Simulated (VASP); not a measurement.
# CrO2 (P4/mmm) in VASP: single point with PBE

Aim: the single point of CrO2 with PBE.

Everything below comes from runs of VASP 6.6.1. Logs are shortened: lines on timing, memory, paths and dates and some standing lists are left out, and cuts for length are marked.

### 1 The cell of the first run

It takes space group P4/mmm (No. 123, tetragonal). Conventional cell: a = 3.584 Å, b = 3.584 Å, c = 4.843 Å, α = 90.00°, β = 90.00°, γ = 90.00°. Within 2.4 Å of Cr (site symmetry 4/mmm) lie 4 O at 1.79 Å. O (site symmetry mmm) has 2 Cr at 1.79 Å within 2.4 Å.

### 2 Single point, PBE, collinear spin, ferrimagnetic start (atoms taken out)

The input, INCAR:

```
PREC = Accurate
ENCUT = 600
EDIFF = 1E-6
ISMEAR = 0
SIGMA = 0.1
LREAL = False
LASPH = True
NELM = 200
ALGO = Normal
ISIF = 2
LWAVE = False
LCHARG = False
ISPIN = 2
MAGMOM = 1.8 -0.17 -0.17
LORBIT = 11
LMAXMIX = 4
GGA = PE
NBANDS = 23
GGA_COMPAT = False
```

The input, KPOINTS:

```
Automatic mesh
0
Gamma
  14 14 10
```

The input, POSCAR:

```
CrO2
1.0
    3.5842220902      0.0000000000      0.0000000000
    0.0000000000      3.5842220902      0.0000000000
    0.0000000000      0.0000000000      4.8429223354
Cr O
1 2
Direct
    0.0000000000      0.0000000000      0.0000000000
    0.5000000000      0.0000000000      0.0000000000
    0.0000000000      0.5000000000      0.0000000000
```

Potentials or basis: VASP PAW PBE potentials, release 64 (Cr_pv, O).

Command:

```console
> cat potpaw_PBE.64/Cr_pv/POTCAR potpaw_PBE.64/O/POTCAR > POTCAR
> mpirun -np 1 vasp_std > vasp.out
```

OUTCAR:

```text
PREC = Accurate
   ENCUT = 600
   EDIFF = 1E-6
   ISMEAR = 0
   LREAL = False
   LASPH = True
   NELM = 200
   ISIF = 2
   ISPIN = 2
   LORBIT = 11
   GGA = PE

 ion  position               nearest neighbor table
   1  0.000  0.000  0.000-   2 1.79   3 1.79   3 1.79   2 1.79
   2  0.500  0.000  0.000-   1 1.79   1 1.79
   3  0.000  0.500  0.000-   1 1.79   1 1.79

  LATTYP: Found a simple tetragonal cell.
 ALAT       =     3.5842220902
 C/A-ratio  =     1.3511780837

  Lattice vectors:

 A1 = (   3.5842220902,   0.0000000000,   0.0000000000)
 A2 = (   0.0000000000,   3.5842220902,   0.0000000000)
 A3 = (   0.0000000000,   0.0000000000,   4.8429223354)

Analysis of symmetry for initial positions (statically):
=====================================================================
 Subroutine PRICEL returns:
 Original cell was already a primitive cell.

 Routine SETGRP: Setting up the symmetry group for a
 simple tetragonal supercell.

 Subroutine GETGRP returns: Found 16 space group operations
 (whereof 16 operations were pure point group operations)
 out of a pool of 16 trial point group operations.

The static configuration has the point symmetry D_4h.

Analysis of symmetry for dynamics (positions and initial velocities):
=====================================================================
 Subroutine PRICEL returns:
 Original cell was already a primitive cell.

 Routine SETGRP: Setting up the symmetry group for a
 simple tetragonal supercell.

 Subroutine GETGRP returns: Found 16 space group operations
 (whereof 16 operations were pure point group operations)
 out of a pool of 16 trial point group operations.

The dynamic configuration has the point symmetry D_4h.

Analysis of structural, dynamic, and magnetic symmetry:
=====================================================================
 Subroutine PRICEL returns:
 Original cell was already a primitive cell.

 Routine SETGRP: Setting up the symmetry group for a
 simple tetragonal supercell.

 Subroutine GETGRP returns: Found 16 space group operations
 (whereof 16 operations were pure point group operations)
 out of a pool of 16 trial point group operations.

The overall configuration has the point symmetry D_4h.

 Subroutine INISYM returns: Found 16 space group operations
 (whereof 16 operations are pure point group operations),
 and found     1 'primitive' translations
[... 119 lines left out ...]
  Fermi-wavevector in a.u.,A,eV,Ry     =   1.191734  2.252051 19.323414  1.420231
  Thomas-Fermi vector in A             =   2.327789
   LORBIT       =     11    0 simple, 1 ext, 2 COOP (PROOUT), +10 PAW based schemes
   GGA     = PE    functional components
   LHFCALC =     F    Hartree Fock is set to
   AEXX    =    0.0000 exact exchange contribution
   IVDW    =     0    specifies the selected vdW correction
   LEPSILON=     F    determine dielectric tensor
   LRPA    =     F    only Hartree local field effects (RPA)
 spin polarized calculation
 Gauss-broadening in eV      SIGMA  =   0.10
  energy-cutoff  :      600.00
  volume of cell :       62.22
 maximum number of plane-waves:      2096
 NGX is ok and might be reduce to    30
   NGX = 15   NGY = 15   NGZ = 19

 number of electron      23.9999991 magnetization       2.0006018

 Free energy of the ion-electron system (eV)
  ---------------------------------------------------
  ext. energy  EPLUGINS =         0.00000000
  ---------------------------------------------------
  free energy    TOTEN  =       -23.43176222 eV

  energy without entropy =      -23.42696267  energy(sigma->0) =      -23.42936245

 E-fermi :  -0.2403     XC(G=0):  -7.2315

 val. band max:       -0.2440508459   @ k =   0.2143   0.0714   0.4000
 cond. band min:      -0.2376865771   @ k =   0.2143   0.0000   0.2000
 fundamental gap:      0.0063642688
 Fermi energy:        -0.2402989085

 spin component 1

 k-point     1 :       0.0000    0.0000    0.0000
  band No.  band energies     occupation
      1     -45.2399      1.00000
      2     -45.2399      1.00000
      3     -45.1508      1.00000
      4     -18.8587      1.00000
      5     -17.7532      1.00000
      6      -4.0252      1.00000
[... 613 lines left out ...]
     22      12.2730      0.00000
     23      14.1734      0.00000

 [... further k-points ...]

 spin component 2

 k-point     1 :       0.0000    0.0000    0.0000
  band No.  band energies     occupation
      1     -43.3362      1.00000
      2     -43.3362      1.00000
      3     -42.3285      1.00000
      4     -19.0564      1.00000
      5     -17.9714      1.00000
      6      -4.1106      1.00000
[... 613 lines left out ...]
     22      12.4051      0.00000
     23      14.2931      0.00000

 [... further k-points ...]

------------------------ aborting loop because EDIFF is reached ----------------------------------------

  FORCE on cell =-STRESS in cart. coord.  units (eV):
  Direction    XX          YY          ZZ          XY          YZ          ZX
  --------------------------------------------------------------------------------------
  -------------------------------------------------------------------------------------
  Total        0.1842679      0.1842679     -0.0485569      0.0000000      0.0000000     -0.0000000
  in kB        4.7452911      4.7452911     -1.2504431      0.0000000      0.0000000     -0.0000000
  external PRESSURE =       2.7467130 kB  Pullay stress =       0.0000000 kB

 VOLUME and BASIS-vectors are now :
 -----------------------------------------------------------------------------
  energy-cutoff  :      600.00
  volume of cell :       62.22
      direct lattice vectors                 reciprocal lattice vectors
     3.584222090  0.000000000  0.000000000     0.279000568  0.000000000  0.000000000
     0.000000000  3.584222090  0.000000000     0.000000000  0.279000568  0.000000000
     0.000000000  0.000000000  4.842922335     0.000000000  0.000000000  0.206486896

 POSITION                                       TOTAL-FORCE (eV/Angst)
 -----------------------------------------------------------------------------------
      0.00000      0.00000      0.00000         0.000000      0.000000      0.000000
      1.79211      0.00000      0.00000         0.000000      0.000000      0.000000
      0.00000      1.79211      0.00000         0.000000      0.000000      0.000000
 -----------------------------------------------------------------------------------
    total drift:                               -0.000000      0.000000      0.000000

  FREE ENERGIE OF THE ION-ELECTRON SYSTEM (eV)
  ---------------------------------------------------
  free  energy   TOTEN  =       -23.4317622164 eV

  energy  without entropy=      -23.4269626744  energy(sigma->0) =      -23.42936245

 total charge

# of ion       s       p       d       tot
------------------------------------------
    1        0.370   6.480   4.081  10.930
    2        1.579   3.417   0.000   4.996
    3        1.579   3.417   0.000   4.996
--------------------------------------------------
tot          3.527  13.314   4.081  20.922

 magnetization (x)

# of ion       s       p       d       tot
------------------------------------------
    1        0.082   0.025   2.037   2.144
    2       -0.004  -0.160   0.000  -0.164
    3       -0.004  -0.160   0.000  -0.164
--------------------------------------------------
tot          0.073  -0.295   2.037   1.816
```

OSZICAR:

```text
N       E                     dE             d eps       ncg     rms          rms(c)
DAV:   1     0.240792237579E+03    0.24079E+03   -0.13415E+04 19968   0.107E+03
DAV:   2    -0.151631562712E+02   -0.25596E+03   -0.24097E+03 22946   0.314E+02
DAV:   3    -0.325723304806E+02   -0.17409E+02   -0.17279E+02 24401   0.905E+01
DAV:   4    -0.327375443593E+02   -0.16521E+00   -0.16519E+00 21553   0.981E+00
DAV:   5    -0.327389436742E+02   -0.13993E-02   -0.13993E-02 23730   0.923E-01    0.320E+01
DAV:   6    -0.347550811762E+02   -0.20161E+01   -0.16478E+02 24823   0.744E+01    0.449E+01
DAV:   7    -0.253446109704E+02    0.94105E+01   -0.15895E+02 21583   0.789E+01    0.152E+01
DAV:   8    -0.237092909633E+02    0.16353E+01   -0.48703E+00 21078   0.171E+01    0.560E+00
DAV:   9    -0.234511193723E+02    0.25817E+00   -0.98880E-01 25085   0.599E+00    0.263E+00
DAV:  10    -0.234415977120E+02    0.95217E-02   -0.10064E-01 20353   0.176E+00    0.132E+00
DAV:  11    -0.234318841732E+02    0.97135E-02   -0.67212E-02 23756   0.180E+00    0.647E-01
DAV:  12    -0.234309671702E+02    0.91700E-03   -0.12686E-02 21244   0.806E-01    0.444E-01
DAV:  13    -0.234314577020E+02   -0.49053E-03   -0.10890E-03 20670   0.228E-01    0.166E-01
DAV:  14    -0.234317583633E+02   -0.30066E-03   -0.69276E-04 21259   0.166E-01    0.892E-02
DAV:  15    -0.234317632015E+02   -0.48382E-05   -0.11351E-04 20895   0.780E-02    0.503E-02
DAV:  16    -0.234317607622E+02    0.24393E-05   -0.83982E-05 20061   0.640E-02    0.201E-02
DAV:  17    -0.234317621044E+02   -0.13422E-05   -0.11482E-05 21423   0.226E-02    0.171E-02
DAV:  18    -0.234317622164E+02   -0.11199E-06   -0.58573E-06 20424   0.136E-02
   1 F= -.23431762E+02 E0= -.23429362E+02  d E =-.479954E-02  mag=     2.0002
```

Run time: 8.1 min. Hardware: 1 thread of Oxide Virtual Turin-like, shared host; peak memory 0.58 GiB.

What came out:

```
Free energy                                           : -23.4318 eV
Pressure                                              : 0.3 GPa
Band gap on the k mesh                                : zero (filled and empty bands overlap)
Net moment                                            : 2.00 μB per cell
Site moments                                          : Cr +2.14; O -0.16 μB
Valence electrons inside the program's atomic spheres : Cr 10.93; O 5.00
```

Levels at points of the mesh, in eV from the Fermi level:
Spin up:
| k point | band 9 | band 10 | band 11 | band 12 | band 13 | band 14 | band 15 | band 16 | band 17 | band 18 |
| --- | --- | --- | --- | --- | --- | --- | --- | --- | --- | --- |
| (0.00, 0.00, 0.00) | -1.73 | -1.65 | -1.50 | -1.44 | -1.44 | -0.99 | -0.99 | 1.13 | 3.95 | 4.64 |
| (0.50, 0.00, 0.00) | -3.08 | -2.57 | -2.28 | -1.42 | -1.41 | 1.29 | 1.38 | 3.24 | 4.63 | 6.78 |
| (0.50, 0.50, 0.00) | -4.24 | -4.24 | -0.93 | 0.11 | 1.31 | 1.31 | 1.54 | 4.63 | 6.61 | 8.15 |
| (0.00, 0.00, 0.50) | -1.68 | -1.50 | -1.45 | -1.45 | -1.43 | -0.99 | -0.99 | 1.13 | 4.62 | 4.63 |
| (0.50, 0.00, 0.50) | -3.07 | -2.71 | -2.26 | -1.42 | -1.20 | 1.27 | 1.38 | 3.43 | 4.63 | 5.63 |
| (0.50, 0.50, 0.50) | -4.29 | -4.29 | -0.71 | 0.11 | 1.30 | 1.30 | 1.55 | 4.63 | 5.77 | 6.61 |
Spin down:
```csv
k point,band 7,band 8,band 9,band 10,band 11,band 12,band 13,band 14,band 15,band 16
"(0.00, 0.00, 0.00)",-3.87,-3.62,-1.97,-1.28,-1.28,0.24,0.59,0.72,0.72,2.52
"(0.50, 0.00, 0.00)",-3.89,-3.59,-3.13,-2.78,-2.56,0.76,1.07,2.49,2.81,4.41
"(0.50, 0.50, 0.00)",-6.39,-5.74,-3.79,-3.79,-0.26,1.56,2.82,2.82,2.98,7.51
"(0.00, 0.00, 0.50)",-3.86,-3.84,-2.00,-1.28,-1.28,0.24,0.70,0.70,1.21,2.52
"(0.50, 0.00, 0.50)",-3.97,-3.59,-3.13,-2.90,-2.55,0.74,1.42,2.49,2.81,4.62
"(0.50, 0.50, 0.50)",-6.39,-5.73,-3.85,-3.85,-0.26,1.86,2.82,2.82,2.98,6.96
```

Caveat: the cell differs from its parent crystal (atoms taken out); a cell with one magnetic atom can't hold antiferromagnetic order, which such compounds often take; semilocal functionals often make such compounds metallic where correlation or magnetic order opens a gap, which also shifts bond lengths.
